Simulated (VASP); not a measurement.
# V (Pm-3m) in VASP: a series of runs

The runs below take V through single point, relaxation of cell and atoms, with PBE.

Program: VASP 6.6.1. These are calculated values, not measurements. Logs are shortened: lines on timing, memory, paths and dates and some standing lists are left out, and cuts for length are marked.

### Step 1. The cell of the first run

Symmetry: Pm-3m, No. 221, cubic system. Conventional cell: a = 2.127 Å, b = 2.127 Å, c = 2.127 Å, α = 90.00°, β = 90.00°, γ = 90.00°. Within 2.8 Å of V (site symmetry m-3m) lie 6 V at 2.13 Å.

This isn't the form of V at room conditions, which is bcc.

### Step 2. Single point, PBE

File INCAR:

```
SYSTEM = V
PREC = Accurate ; ENCUT = 520
EDIFF = 1E-6 ; ISMEAR = -1
SIGMA = 0.1 ; LREAL = .False.
LASPH = .True. ; NELM = 80
ALGO = Normal ; ISIF = 2
LWAVE = .False. ; LCHARG = .False.
GGA = PE ; NBANDS = 12
```

File KPOINTS:

```
regular mesh
0
Gamma
  18 18 18
  0 0 0
```

File POSCAR:

```
V
1.0
    2.1266482766      0.0000000000      0.0000000000
    0.0000000000      2.1266482766      0.0000000000
    0.0000000000      0.0000000000      2.1266482766
V
1
Direct
    0.0000000000      0.0000000000      0.0000000000
```

Potentials or basis: VASP PAW PBE potentials, release 64 (V_sv).

On the command line:

```console
cat potpaw_PBE.64/V_sv/POTCAR > POTCAR
mpirun -np 1 vasp_std > vasp.out
```

OUTCAR:

```text
SYSTEM = V
   PREC = Accurate
   ENCUT = 520
   EDIFF = 1E-6
   ISMEAR = -1
   LREAL = .False.
   LASPH = .True.
   NELM = 80
   ISIF = 2
   GGA = PE

 ion  position               nearest neighbor table
   1  0.000  0.000  0.000-

  LATTYP: Found a simple cubic cell.
 ALAT       =     2.1266482766

  Lattice vectors:

 A1 = (   2.1266482766,   0.0000000000,   0.0000000000)
 A2 = (   0.0000000000,   2.1266482766,   0.0000000000)
 A3 = (   0.0000000000,   0.0000000000,   2.1266482766)

Analysis of symmetry for initial positions (statically):
=====================================================================
 Subroutine PRICEL returns:
 Original cell was already a primitive cell.

 Routine SETGRP: Setting up the symmetry group for a
 simple cubic supercell.

 Subroutine GETGRP returns: Found 48 space group operations
 (whereof 48 operations were pure point group operations)
 out of a pool of 48 trial point group operations.

The static configuration has the point symmetry O_h .

Analysis of symmetry for dynamics (positions and initial velocities):
=====================================================================
 Subroutine PRICEL returns:
 Original cell was already a primitive cell.

 Routine SETGRP: Setting up the symmetry group for a
 simple cubic supercell.

 Subroutine GETGRP returns: Found 48 space group operations
 (whereof 48 operations were pure point group operations)
 out of a pool of 48 trial point group operations.

The dynamic configuration has the point symmetry O_h .

 Subroutine INISYM returns: Found 48 space group operations
 (whereof 48 operations are pure point group operations),
 and found     1 'primitive' translations

----------------------------------------------------------------------------------------

                                     Primitive cell

  volume of cell :       9.6180

  direct lattice vectors                    reciprocal lattice vectors
     2.126648277  0.000000000  0.000000000     0.470223502  0.000000000  0.000000000
     0.000000000  2.126648277  0.000000000     0.000000000  0.470223502  0.000000000
     0.000000000  0.000000000  2.126648277     0.000000000  0.000000000  0.470223502

  length of vectors
[... 82 lines left out ...]
   EDIFFG = 0.1E-04   stopping-criterion for IOM
   NSW    =      0    number of steps for IOM
   IBRION =     -1    ionic relax: 0-MD 1-quasi-New 2-CG
   NFREE  =      0    steps in history (QN), initial steepest desc. (CG)
   ISIF   =      2    stress and relaxation
   ISYM   =      2    0-nonsym 1-usesym 2-fastsym
   POTIM  = 0.5000    time-step for ionic-motion
   TEBEG  =    0.0;   TEEND  =   0.0 temperature during run
   PSTRESS=    0.0 pullay stress
   NELECT =      13.0000    total number of electrons
   NUPDOWN=      -1.0000    fix difference up-down
   EMIN   =  10.00;   EMAX   =-10.00  energy-range for DOS
   EFERMI =   0.00;   METHOD = LEGACY
   ISMEAR =    -1;   SIGMA  =   0.10  broadening in eV -4-tet -1-fermi 0-gaus
   EFERMI_NEDOS =   21; number of points for ismear=-14 and -15
   IALGO  =     38    algorithm
   IMIX   =      4    mixing-type and parameters
     AMIX     =   0.40;   BMIX     =  1.00
     AMIX_MAG =   1.60;   BMIX_MAG =  1.00
  volume/ion in A,a.u.               =       9.62        64.91
  Fermi-wavevector in a.u.,A,eV,Ry     =   1.810063  3.420522 44.577134  3.276327
  Thomas-Fermi vector in A             =   2.868803
   LORBIT       =      0    0 simple, 1 ext, 2 COOP (PROOUT), +10 PAW based schemes
   GGA     = PE    functional components
   LHFCALC =     F    Hartree Fock is set to
   AEXX    =    0.0000 exact exchange contribution
   IVDW    =     0    specifies the selected vdW correction
   LEPSILON=     F    determine dielectric tensor
   LRPA    =     F    only Hartree local field effects (RPA)
 non-spin polarized calculation
  energy-cutoff  :      520.00
  volume of cell :        9.62
 maximum number of plane-waves:       280
 NGX is ok and might be reduce to    16
   NGX =  7   NGY =  7   NGZ =  7

 number of electron      13.0000002 magnetization

 Free energy of the ion-electron system (eV)
  ---------------------------------------------------
  ext. energy  EPLUGINS =         0.00000000
  ---------------------------------------------------
  free energy    TOTEN  =        -6.66457054 eV

  energy without entropy =       -6.63735690  energy(sigma->0) =       -6.65096372

 E-fermi :  14.8927     XC(G=0): -14.7192

 val. band max:       14.8627714965   @ k =   0.4444   0.3889   0.1667
 cond. band min:      14.8936486756   @ k =   0.3333   0.0000   0.0000
 fundamental gap:      0.0308771791
 Fermi energy:        14.8927339512

 k-point     1 :       0.0000    0.0000    0.0000
  band No.  band energies     occupation
      1     -49.4100      2.00000
      2     -21.2417      2.00000
      3     -21.2417      2.00000
      4     -21.2417      2.00000
      5       7.8444      2.00000
      6      10.9488      2.00000
      7      10.9488      2.00000
      8      20.4559      0.00000
      9      20.4559      0.00000
     10      20.4559      0.00000
     11      39.0130      0.00000
     12      39.0130      0.00000
[... 331 lines left out ...]
 k-point    24 :       0.3333    0.1111    0.0000
  band No.  band energies     occupation
      1     -48.8257      2.00000
      2     -23.7033      2.00000
      3     -21.3957      2.00000
      4     -20.9701      2.00000
      5      11.3523      2.00000
      6      12.3679      2.00000
      7      14.4914      1.96450
      8      17.6885      0.00000
      9      17.9291      0.00000
     10      20.2701      0.00000
     11      29.3852      0.00000
     12      38.2692      0.00000

 [... further k-points ...]

------------------------ aborting loop because EDIFF is reached ----------------------------------------

  FORCE on cell =-STRESS in cart. coord.  units (eV):
  Direction    XX          YY          ZZ          XY          YZ          ZX
  --------------------------------------------------------------------------------------
  -------------------------------------------------------------------------------------
  Total        8.0515855      8.0515855      8.0515855      0.0000000     -0.0000000     -0.0000000
  in kB     1341.2353351   1341.2353351   1341.2353351      0.0000000     -0.0000000     -0.0000000
  external PRESSURE =    1341.2353351 kB  Pullay stress =       0.0000000 kB

 VOLUME and BASIS-vectors are now :
 -----------------------------------------------------------------------------
  energy-cutoff  :      520.00
  volume of cell :        9.62
      direct lattice vectors                 reciprocal lattice vectors
     2.126648277  0.000000000  0.000000000     0.470223502  0.000000000  0.000000000
     0.000000000  2.126648277  0.000000000     0.000000000  0.470223502  0.000000000
     0.000000000  0.000000000  2.126648277     0.000000000  0.000000000  0.470223502

 POSITION                                       TOTAL-FORCE (eV/Angst)
 -----------------------------------------------------------------------------------
      0.00000      0.00000      0.00000         0.000000      0.000000      0.000000
 -----------------------------------------------------------------------------------
    total drift:                                0.000000     -0.000000      0.000000

  FREE ENERGIE OF THE ION-ELECTRON SYSTEM (eV)
  ---------------------------------------------------
  free  energy   TOTEN  =        -6.6645705390 eV

  energy  without entropy=       -6.6373568957  energy(sigma->0) =       -6.65096372
```

stdout:

```text
POSCAR found type information on POSCAR V
 POSCAR found :  1 types and       1 ions
 scaLAPACK will be used
 LDA part: xc-table for (Slater+PW92), standard interpolation
 POSCAR, INCAR and KPOINTS ok, starting setup
 FFT: planning ... GRIDC
 FFT: planning ... GRID_SOFT
 FFT: planning ... GRID
 WAVECAR not read
 entering main loop
```

Wall time 8.8 s (1 thread of Intel Xeon 8259CL, shared host); peak memory 0.13 GiB.

What came out:

| Item | Value |
| --- | --- |
| Free energy | -6.6646 eV |
| Pressure | 134.1 GPa |
| Band gap on the k mesh | zero (an odd number of electrons rules out a gap without spin polarisation) |

Caveat: the cell stands under pressure.

### Step 3. Single point, PBE

INCAR is that of step 2.

KPOINTS is that of step 2.

File POSCAR:

```
V
1.0
    2.1264406247      0.0000000000      0.0000000000
    0.0000000000      2.1264406247      0.0000000000
    0.0000000000      0.0000000000      2.1264406247
V
1
Direct
    0.0000000000      0.0000000000      0.0000000000
```

Potentials or basis: VASP PAW PBE potentials, release 64 (V_sv).

On the command line:

```console
cat potpaw_PBE.64/V_sv/POTCAR > POTCAR
mpirun -np 1 vasp_std > vasp.out
```

Wall time 9.1 s (1 thread of Intel Xeon 8259CL, shared host); peak memory 0.13 GiB.

The run converged. Its results:

- Free energy: -6.6622 eV
- Pressure: 134.3 GPa
- Band gap on the k mesh: zero (an odd number of electrons rules out a gap without spin polarisation)

Levels at points of the mesh, in eV from the Fermi level:
```
           k point  band 4  band 5  band 6  band 7  band 8  band 9  band 10  band 11
(0.00, 0.00, 0.00)  -36.13   -7.05   -3.95   -3.95    5.56    5.56     5.56    24.12
(0.50, 0.00, 0.00)  -35.82   -2.63   -2.26    0.74    1.93    1.93     5.91    12.83
(0.50, 0.50, 0.00)  -35.52   -6.67   -0.91    2.76    2.76    7.78     9.78     9.78
(0.50, 0.50, 0.50)  -38.30   -4.00   -4.00   -4.00    7.99    7.99    10.60    21.38
```

Caveat: the cell stands under pressure.

### Step 4. Relaxation of cell and atoms, PBE, target pressure 130 GPa, at which the enthalpy is minimised

File INCAR:

```
SYSTEM = V
  PREC = Accurate
  ENCUT = 600
  EDIFF = 1E-6
  ISMEAR = -1
  SIGMA = 0.1
  LREAL = .FALSE.
  LASPH = .TRUE.
  NELM = 80
  ALGO = Normal
  ISIF = 3
  LWAVE = .FALSE.
  LCHARG = .FALSE.
  GGA = PE
  IBRION = 2
  NSW = 32
  EDIFFG = -0.005
  PSTRESS = 1300.0
```

File KPOINTS:

```
regular mesh
0
G
  18 18 18
  0 0 0
```

File POSCAR:

```
V
1.0
    2.1266482766      0.0000000000      0.0000000000
    0.0000000000      2.1266482766      0.0000000000
    0.0000000000      0.0000000000      2.1266482766
V
1
Direct
    0.0000000000      0.0000000000      0.0000000000
```

On the command line:

```console
cat potpaw_PBE.64/V_sv/POTCAR > POTCAR
mpirun -np 1 vasp_std > vasp.out
```

It took 50 s on 1 thread of Intel Xeon 8259CL, shared host; peak memory 0.15 GiB.

The run converged. Its results:

| Item | Value |
| --- | --- |
| Free energy | -6.7228 eV |
| Relaxed volume | 9.69 Å³/atom |
| Relaxed cell | a = 2.132 Å, b = 2.132 Å, c = 2.132 Å, α = 90.00°, β = 90.00°, γ = 90.00° |
| Space group after relaxing (to 0.1 Å) | Pm-3m (No. 221) |
| Energy change on relaxing (the run minimises the enthalpy) | -58.0 meV/atom |
| Ionic steps | 3 |
| Pressure after relaxing | 130.0 GPa |
| Band gap on the k mesh | zero (an odd number of electrons rules out a gap without spin polarisation) |

The path:
```
step  energy change (eV)  largest force (eV/Å)  pressure (GPa)  volume (Å³)
   1              0.0000                0.0000          134.06         9.62
   2             -0.2662                0.0000          114.92         9.96
   3             -0.0580                0.0000          129.96         9.69
```

Final structure:
```cif
data_structure
_symmetry_space_group_name_H-M 'P 1'
_symmetry_Int_Tables_number 1
_cell_length_a 2.1318
_cell_length_b 2.1318
_cell_length_c 2.1318
_cell_angle_alpha 90.000
_cell_angle_beta 90.000
_cell_angle_gamma 90.000
_cell_volume 9.69
loop_
_atom_site_label
_atom_site_type_symbol
_atom_site_fract_x
_atom_site_fract_y
_atom_site_fract_z
_atom_site_occupancy
V1 V 0.00000 0.00000 0.00000 1
```

Levels at points of the mesh, in eV from the Fermi level:
```
           k point  band 3  band 4  band 5  band 6  band 7  band 8  band 9  band 10
(0.00, 0.00, 0.00)  -36.15  -36.15   -7.05   -3.90   -3.90    5.52    5.52     5.52
(0.50, 0.00, 0.00)  -35.84  -35.84   -2.60   -2.27    0.71    1.93    1.93     5.86
(0.50, 0.50, 0.00)  -38.79  -35.55   -6.60   -0.90    2.75    2.75    7.72     9.69
(0.50, 0.50, 0.50)  -38.28  -38.28   -3.95   -3.95   -3.95    7.92    7.92    10.60
```

Caveat: the cell is relaxed towards a set pressure, so the run minimises the enthalpy, not the energy.

### Step 5. Summary

```tsv
task	cell	cutoff (eV)	gap on the mesh (eV)	pressure (GPa)
single point	a = 2.127 Å, 1 atom	520	none	134.1
single point	a = 2.126 Å, 1 atom	520	none	134.3
relaxation of cell and atoms	relaxed to 130 GPa from a = 2.127 Å, 1 atom	600	none	130.0
```

Alike in all rows: level PBE; potentials or basis VASP PAW PBE potentials, release 64 (V_sv); no spin polarisation; k mesh 18 × 18 × 18; smearing fermi-dirac 0.1 eV.

Caveats: the cell stands under pressure (at least some runs); the cell is relaxed towards a set pressure, so the run minimises the enthalpy, not the energy (at least some runs).

Absolute energies hang on the potentials; compare differences alone.
